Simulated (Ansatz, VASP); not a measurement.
# CdF2 in VASP and in Ansatz

```xyz
3
Lattice="3.7806 0.0000 0.0000 0.0000 3.7806 0.0000 0.0000 0.0000 3.2956" Properties=species:S:1:pos:R:3 pbc="T T T"
Cd    0.0000    0.0000    0.0000
F     1.8903    0.0000    1.0910
F     0.0000    1.8903    2.2046
```

Change from the starting cell: ordered vacancies on the cation sites of zinc blende (P-4m2, No. 115).

Alike in both runs: functional PBE; k mesh 6 × 6 × 8; occupations gaussian, width 0.02 eV; no spin polarisation.

Ansatz relaxed the structure, and its values are those at the end. VASP's run is a single point on that final structure, the one shown.

```csv
,VASP,Ansatz
version,VASP 6.6.1,Ansatz 0.2.0
potentials or method,"VASP PAW PBE potentials, release 64 (Cd, F), cutoff 520 eV","scalar-relativistic, plane waves, PAW"
valence electrons in the cell,26,34
```

```csv
,VASP,Ansatz,Ansatz less VASP
gap on the k mesh at the Fermi level (eV),2.62,2.65,+0.028
least direct gap on the mesh (eV),2.74,2.77,+0.032
pressure (GPa),0.7,0.0,-0.68
rms of the force components (eV/Å),0.041,0.001,-0.0399
```

The functional is the same, so the differences come from potentials, cutoffs and numerics. VASP's potentials hold 26 valence electrons a cell and Ansatz's 34, so a difference there can come from the potentials and not from the codes.
